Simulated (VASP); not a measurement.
# MgO (Amm2) in VASP: a series of runs

The runs below take MgO through single point, with LDA.

Everything below comes from runs of VASP 6.6.1. Logs are shortened: lines on timing, memory, paths and dates and some standing lists are left out, and cuts for length are marked.

**1. The cell of the first run**

Symmetry: Amm2, No. 38, orthorhombic system. The conventional cell has a = 2.680 Å, b = 2.938 Å, c = 4.783 Å, α = 90.00°, β = 90.00°, γ = 90.00°. Within 2.8 Å of Mg (site symmetry mm2) lie 6 O at 2.08 to 2.14 Å and 2 Mg at 2.68 Å. Within 2.8 Å of O (site symmetry mm2) lie 6 Mg at 2.08 to 2.14 Å and 2 O at 2.68 Å.

**2. Single point, LDA (strain -0.0600 x Voigt [0, 1, 0, 0, 0, 0])**

INCAR reads:

```
  PREC = Accurate
  ENCUT = 520
  EDIFF = 1E-7
  ISMEAR = 0
  SIGMA = 0.05
  LREAL = False
  LASPH = True
  NELM = 100
  ALGO = Normal
  ISIF = 2
  LWAVE = False
  LCHARG = False
  GGA = CA
  NBANDS = 11
```

KPOINTS reads:

```
regular mesh
0
Gamma
  9 9 8
```

POSCAR reads:

```
MgO
1.0
    2.9380209034      0.0000000000      0.0000000000
   -1.4690104517      2.3917366948      0.0000000000
    0.0000000000      0.0000000000      2.6796800000
Mg O
1 1
Direct
    0.0000000000      0.0000000000      0.0000000000
    0.3333333333      0.6666666667      0.5000000000
```

Potentials or basis: VASP PAW LDA potentials, release 64 (Mg, O).

Launch:

```console
cat potpaw_LDA.64/Mg/POTCAR potpaw_LDA.64/O/POTCAR > POTCAR
mpirun -np 1 vasp_std > vasp.out
```

OUTCAR:

```text
PREC = Accurate
   ENCUT = 520
   EDIFF = 1E-7
   ISMEAR = 0
   LREAL = False
   LASPH = True
   NELM = 100
   ISIF = 2
   GGA = CA

 ion  position               nearest neighbor table
   1  0.000  0.000  0.000-   2 2.08   2 2.08   2 2.14   2 2.14   2 2.14   2 2.14
   2  0.333  0.667  0.500-   1 2.08   1 2.08   1 2.14   1 2.14   1 2.14   1 2.14

  Warning from LATTYP: Monoclinic adjustment (A1->A3, A2->A1, A3->A2)!
  LATTYP: Found a base centered orthorhombic cell.
 ALAT       =     2.9380209034
 B/A-ratio  =     1.6281277591
 C/A-ratio  =     0.9120697531

  Lattice vectors:

 A1 = (   1.4690104517,  -2.3917366948,   0.0000000000)
 A2 = (   1.4690104517,   2.3917366948,   0.0000000000)
 A3 = (   0.0000000000,   0.0000000000,   2.6796800000)

Analysis of symmetry for initial positions (statically):
=====================================================================
 Subroutine PRICEL returns:
 Original cell was already a primitive cell.

 Routine SETGRP: Setting up the symmetry group for a
 base centered orthorhombic supercell.

 Subroutine GETGRP returns: Found  4 space group operations
 (whereof  4 operations were pure point group operations)
 out of a pool of  8 trial point group operations.

The static configuration has the point symmetry C_2v.

Analysis of symmetry for dynamics (positions and initial velocities):
=====================================================================
 Subroutine PRICEL returns:
 Original cell was already a primitive cell.

 Routine SETGRP: Setting up the symmetry group for a
 base centered orthorhombic supercell.

 Subroutine GETGRP returns: Found  4 space group operations
 (whereof  4 operations were pure point group operations)
 out of a pool of  8 trial point group operations.

The dynamic configuration has the point symmetry C_2v.

 Subroutine INISYM returns: Found  4 space group operations
 (whereof  4 operations are pure point group operations),
 and found     1 'primitive' translations

----------------------------------------------------------------------------------------

                                     Primitive cell

  volume of cell :      18.8300

  direct lattice vectors                    reciprocal lattice vectors
     2.938020903  0.000000000  0.000000000     0.340365175  0.209053112  0.000000000
    -1.469010452  2.391736695  0.000000000     0.000000000  0.418106225  0.000000000
     0.000000000  0.000000000  2.679680000     0.000000000  0.000000000  0.373178887

  length of vectors
     2.938020903  2.806848076  2.679680000     0.399439177  0.418106225  0.373178887

  position of ions in fractional coordinates (direct lattice)
     0.000000000  0.000000000  0.000000000
     0.333333333  0.666666667  0.500000000

  ion indices of the primitive-cell ions
   primitive index   ion index
                 1           1
                 2           2

----------------------------------------------------------------------------------------

 KPOINTS: regular mesh

Automatic generation of k-mesh.
 Grid dimensions read from file:
 generate k-points for:    9    9    8

 Generating k-lattice:

  Cartesian coordinates                     Fractional coordinates (reciprocal lattice)
     0.037818353  0.023228124  0.000000000     0.111111111 -0.000000000  0.000000000
     0.000000000  0.046456247  0.000000000     0.000000000  0.111111111  0.000000000
     0.000000000  0.000000000  0.046647361     0.000000000  0.000000000  0.125000000

  Length of vectors
     0.044382131  0.046456247  0.046647361

  Shift w.r.t. Gamma in fractional coordinates (k-lattice)
     0.000000000  0.000000000  0.000000000

 Subroutine IBZKPT returns following result:
 ===========================================

 Found    125 irreducible k-points:

 Following reciprocal coordinates:
            Coordinates               Weight
  0.000000  0.000000  0.000000      1.000000
  0.111111  0.000000  0.000000      4.000000
  0.222222 -0.000000  0.000000      4.000000
  0.333333  0.000000  0.000000      4.000000
  0.444444 -0.000000  0.000000      4.000000
  0.000000  0.111111  0.000000      2.000000
[... 16 lines left out ...]
  0.333333  0.333333  0.000000      2.000000
  0.000000  0.444444  0.000000      2.000000
 [... further k-points ...]
   k-points           NKPTS =    125   k-points in BZ     NKDIM =    125   number of bands    NBANDS=     11
   number of dos      NEDOS =    301   number of ions     NIONS =      2
   total plane-waves  NPLWV =  11520
   dimension x,y,z NGX =    24 NGY =   24 NGZ =   20
   dimension x,y,z NGXF=    48 NGYF=   48 NGZF=   40
   ions per type =               1   1
   NGX,Y,Z   is equivalent  to a cutoff of  13.58, 14.21, 12.41 a.u.
   NGXF,Y,Z  is equivalent  to a cutoff of  27.16, 28.43, 24.82 a.u.
 SYSTEM =  unknown system
   PREC   = accura    normal or accurate (medium, high low for compatibility)
   ISTART =      0    job   : 0-new  1-cont  2-samecut
   ICHARG =      2    charge: 1-file 2-atom 10-const
   ISPIN  =      1    spin polarized calculation?
   LNONCOLLINEAR =      F non collinear calculations
   LSORBIT =      F    spin-orbit coupling
   LASPH  =      T    aspherical Exc in radial PAW
   ENCUT  =  520.0 eV  38.22 Ry    6.18 a.u.   5.46  5.22  4.98*2*pi/ulx,y,z
   NELM   =    100;   NELMIN=  2; NELMDL= -5     # of ELM steps
   EDIFF  = 0.1E-06   stopping-criterion for ELM
   LREAL  =      F    real-space projection
   EDIFFG = 0.1E-05   stopping-criterion for IOM
   NSW    =      0    number of steps for IOM
   IBRION =     -1    ionic relax: 0-MD 1-quasi-New 2-CG
   NFREE  =      0    steps in history (QN), initial steepest desc. (CG)
   ISIF   =      2    stress and relaxation
   ISYM   =      2    0-nonsym 1-usesym 2-fastsym
   POTIM  = 0.5000    time-step for ionic-motion
   TEBEG  =    0.0;   TEEND  =   0.0 temperature during run
   PSTRESS=    0.0 pullay stress
   NELECT =       8.0000    total number of electrons
   NUPDOWN=      -1.0000    fix difference up-down
   EMIN   =  10.00;   EMAX   =-10.00  energy-range for DOS
   EFERMI =   0.00;   METHOD = LEGACY
   ISMEAR =     0;   SIGMA  =   0.05  broadening in eV -4-tet -1-fermi 0-gaus
   EFERMI_NEDOS =   21; number of points for ismear=-14 and -15
   IALGO  =     38    algorithm
   IMIX   =      4    mixing-type and parameters
     AMIX     =   0.40;   BMIX     =  1.00
     AMIX_MAG =   1.60;   BMIX_MAG =  1.00
  volume/ion in A,a.u.               =       9.42        63.54
  Fermi-wavevector in a.u.,A,eV,Ry     =   1.230706  2.325698 20.607902  1.514638
  Thomas-Fermi vector in A             =   2.365544
   LORBIT       =      0    0 simple, 1 ext, 2 COOP (PROOUT), +10 PAW based schemes
   GGA     = CA    functional components
   LHFCALC =     F    Hartree Fock is set to
   AEXX    =    0.0000 exact exchange contribution
   IVDW    =     0    specifies the selected vdW correction
   LEPSILON=     F    determine dielectric tensor
   LRPA    =     F    only Hartree local field effects (RPA)
 non-spin polarized calculation
 Gauss-broadening in eV      SIGMA  =   0.05
  energy-cutoff  :      520.00
  volume of cell :       18.83
 maximum number of plane-waves:       521
 NGX is ok and might be reduce to    24
   NGX = 11   NGY = 11   NGZ =  9

 number of electron       7.9999994 magnetization

 Free energy of the ion-electron system (eV)
  ---------------------------------------------------
  ext. energy  EPLUGINS =         0.00000000
  ---------------------------------------------------
  free energy    TOTEN  =       -12.67854325 eV

  energy without entropy =      -12.67854325  energy(sigma->0) =      -12.67854325

 E-fermi :   3.9369     XC(G=0): -11.5317

 val. band max:        3.6252480978   @ k =   0.0000   0.0000   0.5000
 cond. band min:       6.7943677892   @ k =   0.0000   0.0000   0.0000
 fundamental gap:      3.1691196914
 Fermi energy:         3.9368962518

 k-point     1 :       0.0000    0.0000    0.0000
  band No.  band energies     occupation
      1     -14.0001      2.00000
      2       2.7715      2.00000
      3       2.8493      2.00000
      4       3.1779      2.00000
      5       6.7944      0.00000
      6      15.1404      0.00000
      7      19.0016      0.00000
      8      20.6082      0.00000
      9      24.1160      0.00000
     10      24.3583      0.00000
     11      25.7389      0.00000

 k-point     2 :       0.1111    0.0000    0.0000
  band No.  band energies     occupation
      1     -13.8751      2.00000
      2       2.0849      2.00000
      3       2.8163      2.00000
      4       3.0198      2.00000
      5       7.5141      0.00000
      6      15.3354      0.00000
      7      18.0668      0.00000
      8      20.5948      0.00000
      9      24.0874      0.00000
     10      25.0227      0.00000
     11      26.5726      0.00000

 k-point     3 :       0.2222   -0.0000    0.0000
  band No.  band energies     occupation
      1     -13.5389      2.00000
      2       0.5583      2.00000
      3       2.7984      2.00000
      4       2.9327      2.00000
      5       8.7751      0.00000
      6      15.2165      0.00000
      7      17.0946      0.00000
      8      21.2727      0.00000
      9      23.3593      0.00000
     10      24.6024      0.00000
     11      28.0688      0.00000
[... 267 lines left out ...]
 k-point    23 :       0.3333    0.3333    0.0000
  band No.  band energies     occupation
      1     -12.5378      2.00000
      2      -0.4499      2.00000
      3      -0.3290      2.00000
      4       3.2642      2.00000
      5      12.0714      0.00000
      6      15.0660      0.00000
      7      15.6128      0.00000
      8      22.4859      0.00000
      9      23.3700      0.00000
     10      24.6152      0.00000
     11      25.5450      0.00000

 k-point    24 :       0.0000    0.4444    0.0000
  band No.  band energies     occupation
      1     -12.6455      2.00000
      2      -1.4500      2.00000
      3       1.8932      2.00000
      4       3.2380      2.00000
      5       9.8590      0.00000
      6      14.7155      0.00000
      7      16.7581      0.00000
      8      21.1931      0.00000
      9      22.3743      0.00000
     10      26.1643      0.00000
     11      27.8706      0.00000

 [... further k-points ...]

------------------------ aborting loop because EDIFF is reached ----------------------------------------

  FORCE on cell =-STRESS in cart. coord.  units (eV):
  Direction    XX          YY          ZZ          XY          YZ          ZX
  --------------------------------------------------------------------------------------
  -------------------------------------------------------------------------------------
  Total       -0.5659662      1.2112998     -1.6935259      0.0000000      0.0000000      0.0000000
  in kB      -48.1559448    103.0649655   -144.0957693      0.0000000      0.0000000      0.0000000
  external PRESSURE =     -29.7289162 kB  Pullay stress =       0.0000000 kB

 VOLUME and BASIS-vectors are now :
 -----------------------------------------------------------------------------
  energy-cutoff  :      520.00
  volume of cell :       18.83
      direct lattice vectors                 reciprocal lattice vectors
     2.938020903  0.000000000  0.000000000     0.340365175  0.209053112  0.000000000
    -1.469010452  2.391736695  0.000000000     0.000000000  0.418106225  0.000000000
     0.000000000  0.000000000  2.679680000     0.000000000  0.000000000  0.373178887

 POSITION                                       TOTAL-FORCE (eV/Angst)
 -----------------------------------------------------------------------------------
      0.00000      0.00000      0.00000        -0.000000     -0.060999      0.000000
     -0.00000      1.59449      1.33984         0.000000      0.060999      0.000000
 -----------------------------------------------------------------------------------
    total drift:                                0.000000     -0.000251      0.000000

  FREE ENERGIE OF THE ION-ELECTRON SYSTEM (eV)
  ---------------------------------------------------
  free  energy   TOTEN  =       -12.6785432451 eV

  energy  without entropy=      -12.6785432451  energy(sigma->0) =      -12.67854325
```

It took 46 s on 1 thread of AMD EPYC 7R13, shared host; peak memory 0.11 GiB.

Results:

```
Free energy            : -12.6785 eV
Pressure               : -3.0 GPa
Largest force          : 0.061 eV/Å
Band gap on the k mesh : 3.17 eV, indirect (least direct gap 3.62 eV)
```

Forces on the atoms (eV/Å):
```
Mg   0.000 -0.061  0.000
O    0.000  0.061  0.000
```

Levels at points of the mesh, in eV from the valence-band top:
| k point | band 1 | band 2 | band 3 | band 4 | band 5 | band 6 | band 7 | band 8 |
| --- | --- | --- | --- | --- | --- | --- | --- | --- |
| (0.00, 0.00, 0.00) | -17.63 | -0.85 | -0.78 | -0.45 | 3.17 | 11.52 | 15.38 | 16.98 |
| (0.00, 0.00, 0.50) | -16.46 | -5.96 | -0.25 | 0.00 | 8.70 | 8.99 | 16.91 | 18.34 |

Caveat: the cell differs from its parent crystal (strain -0.0600 x Voigt [0, 1, 0, 0, 0, 0]).

**3. Single point, LDA (strain -0.0300 x Voigt [0, 1, 0, 0, 0, 0])**

INCAR reads:

```
PREC = Accurate ; ENCUT = 520
EDIFF = 1E-6 ; ISMEAR = 0
SIGMA = 0.05 ; LREAL = False
LASPH = True ; NELM = 100
ALGO = Normal ; ISIF = 2
LWAVE = False ; LCHARG = False
GGA = CA ; NBANDS = 11
```

KPOINTS is that of step 2.

POSCAR reads:

```
MgO
1.0
    2.9380209034      0.0000000000      0.0000000000
   -1.4690104517      2.4680687170      0.0000000000
    0.0000000000      0.0000000000      2.6796800000
Mg O
1 1
Direct
    0.0000000000      0.0000000000      0.0000000000
    0.3333333333      0.6666666667      0.5000000000
```

Potentials or basis: VASP PAW LDA potentials, release 64 (Mg, O).

Launch:

```console
cat potpaw_LDA.64/Mg/POTCAR potpaw_LDA.64/O/POTCAR > POTCAR
mpirun -np 1 vasp_std > vasp.out
```

Run time: 45 s. Hardware: 1 thread of AMD EPYC 7R13, shared host; peak memory 0.11 GiB.

It converged, with:

```yaml
Free_energy: -12.6966 eV
Pressure: -7.4 GPa
Largest_force: 0.005 eV/Å
Band_gap_on_the_k_mesh: 3.11 eV, indirect (least direct gap 3.59 eV)
```

Forces in eV/Å, atoms in the order of the input:
```
Mg   0.000 -0.005  0.000
O    0.000  0.005  0.000
```

Stress tensor (GPa, compression positive):
```
 -8.03   0.00   0.00
  0.00  -0.78   0.00
  0.00   0.00 -13.33
```

Levels at points of the mesh, in eV from the valence-band top:
```tsv
k point	band 1	band 2	band 3	band 4	band 5	band 6	band 7	band 8
(0.00, 0.00, 0.00)	-17.34	-0.65	-0.58	-0.48	3.11	11.62	15.38	16.13
(0.00, 0.00, 0.50)	-16.20	-5.64	-0.13	0.00	8.47	8.98	17.16	17.95
```

Caveat: the cell differs from its parent crystal (strain -0.0300 x Voigt [0, 1, 0, 0, 0, 0]). A k mesh can miss the band edges.

**4. Single point, LDA (strain -0.0450 x Voigt [0, 1, 0, 0, 0, 0])**

INCAR reads:

```
SYSTEM = MgO
  ALGO = Normal
  EDIFF = 1E-7
  ENCUT = 520
  GGA = CA
  ISIF = 2
  ISMEAR = 0
  LASPH = .True.
  LCHARG = .False.
  LREAL = .False.
  LWAVE = .False.
  NBANDS = 11
  NELM = 60
  PREC = Accurate
  SIGMA = 0.05
```

KPOINTS reads:

```
k-points
0
Gamma
  9 9 8
  0 0 0
```

POSCAR reads:

```
MgO
1.0
    2.9380209034      0.0000000000      0.0000000000
   -1.4690104517      2.4299027059      0.0000000000
    0.0000000000      0.0000000000      2.6796800000
Mg O
1 1
Direct
    0.0000000000      0.0000000000      0.0000000000
    0.3333333333      0.6666666667      0.5000000000
```

Launch:

```console
cat potpaw_LDA.64/Mg/POTCAR potpaw_LDA.64/O/POTCAR > POTCAR
mpirun -np 1 vasp_std > vasp.out
```

It took 40 s on 1 thread of AMD EPYC 7R13, shared host; peak memory 0.11 GiB.

The run converged. Its results:

```yaml
Free_energy: -12.6928 eV
Pressure: -5.3 GPa
Largest_force: 0.025 eV/Å
Band_gap_on_the_k_mesh: 3.14 eV, indirect (least direct gap 3.61 eV)
```

Forces in eV/Å, atoms in the order of the input:
```
Mg   0.000 -0.025  0.000
O    0.000  0.025  0.000
```

Stress tensor (GPa, compression positive):
```
 -6.53   0.00   0.00
  0.00   4.58   0.00
  0.00   0.00 -13.90
```

Levels at points of the mesh, in eV from the valence-band top:
| k point | band 2 | band 3 | band 4 | band 5 | band 6 | band 7 |
| --- | --- | --- | --- | --- | --- | --- |
| (0.00, 0.00, 0.00) | -0.71 | -0.71 | -0.46 | 3.14 | 11.57 | 15.38 |
| (0.00, 0.00, 0.50) | -5.80 | -0.19 | 0.00 | 8.59 | 8.98 | 17.04 |

Caveat: the cell differs from its parent crystal (strain -0.0450 x Voigt [0, 1, 0, 0, 0, 0]). A k mesh can miss the band edges.

**5. Summary**

```csv
cell,gap on the mesh (eV),pressure (GPa),largest force (eV/Å)
"a = 2.938, b = 2.807, c = 2.680 Å, angles 90.0, 90.0, 121.6°, 2 atoms",3.17,-3.0,0.06
"a = 2.938, b = 2.872, c = 2.680 Å, angles 90.0, 90.0, 120.8°, 2 atoms",3.11,-7.4,-
"a = 2.938, b = 2.839, c = 2.680 Å, angles 90.0, 90.0, 121.2°, 2 atoms",3.14,-5.3,0.03
```

Alike in all rows: task single point; level LDA; potentials or basis VASP PAW LDA potentials, release 64 (Mg, O); no spin polarisation; k mesh 9 × 9 × 8; cutoff (eV) 520; smearing gaussian 0.05 eV.

Total energies depend on the potentials used, so only differences within one code and one set of settings carry meaning.
